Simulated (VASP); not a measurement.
Here is a VASP 6.6.1 calculation.

Contents of INCAR:

```
PREC = Accurate
ENCUT = 520
EDIFF = 1E-6
ISMEAR = 0
SIGMA = 0.1
LREAL = False
LASPH = True
NELM = 60
ALGO = Fast
ISIF = 2
LWAVE = False
LCHARG = False
GGA = PE
NBANDS = 37
```

The input KPOINTS:

```
regular mesh
0
Gamma
  6 6 8
```

The input POSCAR:

```
Hf5Te
1.0
    5.9755834937      0.0000000000      0.0000000000
   -2.9877917469      5.1750071080      0.0000000000
    0.0000000000      0.0000000000      4.9084749908
Hf Te
5 1
Direct
    0.5000000000      0.0000000000      0.5000000000
    0.5000000000      0.5000000000      0.5000000000
    0.0000000000      0.5000000000      0.5000000000
    0.3333333333      0.6666666667      0.0000000000
    0.6666666667      0.3333333333      0.0000000000
    0.0000000000      0.0000000000      0.0000000000
```

Potentials or basis: VASP PAW PBE potentials, release 64 (Hf_pv, Te).

Command:

```bash
$ cat potpaw_PBE.64/Hf_pv/POTCAR potpaw_PBE.64/Te/POTCAR > POTCAR
$ mpirun -np 1 vasp_std > vasp.out
```

**Question.** What does it give for the band gap on the k mesh?

**Answer.** Zero (band 28 reaches 5.29 eV, above the bottom of band 29 at 4.02 eV).

**Question.** Predict the pressure.

**Answer.** -0.3 GPa.

Caveat: spin-orbit coupling is left out, which moves the levels of the heavy elements.
